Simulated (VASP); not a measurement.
Input of a VASP 6.6.1 run:

INCAR

```
ALGO = Normal
EDIFF = 1E-7
ENCUT = 520
GGA = PE
ISIF = 2
ISMEAR = -1
LASPH = T
LCHARG = T
LELF = T
LREAL = F
LVHAR = T
LWAVE = F
NBANDS = 16
NELM = 60
PREC = Accurate
SIGMA = 0.02
```

The input KPOINTS:

```
k-points
0
Gamma
  12 12 6
```

Contents of POSCAR:

```
SiC
1.0
    3.0753562392      0.0000000000      0.0000000000
   -1.5376781196      2.6633366288      0.0000000000
    0.0000000000      0.0000000000      5.2500324147
Si C
2 2
Direct
    0.3333333333      0.6666666667      0.0007538755
    0.6666666667      0.3333333333      0.5007538755
    0.3333333333      0.6666666667      0.3742461245
    0.6666666667      0.3333333333      0.8742461245
```

Potentials or basis: VASP PAW PBE potentials, release 64 (Si, C).

Launch:

```sh
$ cat potpaw_PBE.64/Si/POTCAR potpaw_PBE.64/C/POTCAR > POTCAR
$ mpirun -np 1 vasp_std > vasp.out
```

(1) What does it give for the largest force?

(2) Predict the pressure.

(3) Estimate the band gap on the k mesh.

Results:

(1) 0.043 eV/Å.

(2) -4.4 GPa.

(3) 2.11 eV, indirect (least direct gap 4.21 eV).

Caveat: the cell differs from its parent crystal (uniaxial z strain +4.0%).
